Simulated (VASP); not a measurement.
Write the native input for VASP 6.6.1 that does the following.

```
Task                   : single point
Functional             : PBEsol
Potentials or basis    : VASP PAW PBE potentials, release 64 (Ag)
Cutoff                 : 520 eV
k mesh                 : 20 × 20 × 20
Occupations            : gaussian, width 0.15 eV
Spin                   : no spin polarisation
Dipole correction      : no
Further INCAR settings : ALGO = Fast; EDIFF = 1e-07; NBANDS = 12
```

The structure of Ag lies in POSCAR:

```
Ag
1.0
    0.0000000000      2.3111547200      2.0431000000
    2.3111547200      0.0000000000      2.0431000000
    2.3111547200      2.3111547200      0.0000000000
Ag
1
Direct
    0.0000000000      0.0000000000      0.0000000000
```

This cell differs from its parent crystal: strain +0.1312 x Voigt [1, 1, 0, 0, 0, 0].

One way to write it, as run:

INCAR

```
SYSTEM = Ag
PREC = Accurate
ENCUT = 520
EDIFF = 1E-7
ISMEAR = 0
SIGMA = 0.15
LREAL = .False.
LASPH = .True.
NELM = 80
ALGO = Fast
ISIF = 2
LWAVE = .False.
LCHARG = .True.
GGA = PS
LELF = .True.
LVHAR = .True.
NBANDS = 12
```

KPOINTS

```
Automatic mesh
0
Gamma
  20 20 20
  0 0 0
```

Potentials or basis: VASP PAW PBE potentials, release 64 (Ag).

The run is started by

```bash
$ cat potpaw_PBE.64/Ag/POTCAR > POTCAR
$ mpirun -np 1 vasp_std > vasp.out
```

It gave:

| Property | Result |
| --- | --- |
| Pressure | -14.5 GPa |

Caveat: the cell differs from its parent crystal (strain +0.1312 x Voigt [1, 1, 0, 0, 0, 0]); the PAW data sets were made with another functional, which shifts forces and pressure a little.

It took 52 s on 1 thread of Intel(R) Xeon(R) Platinum 8559C (Emerald Rapids), on a shared host, peak memory 0.27 GiB.
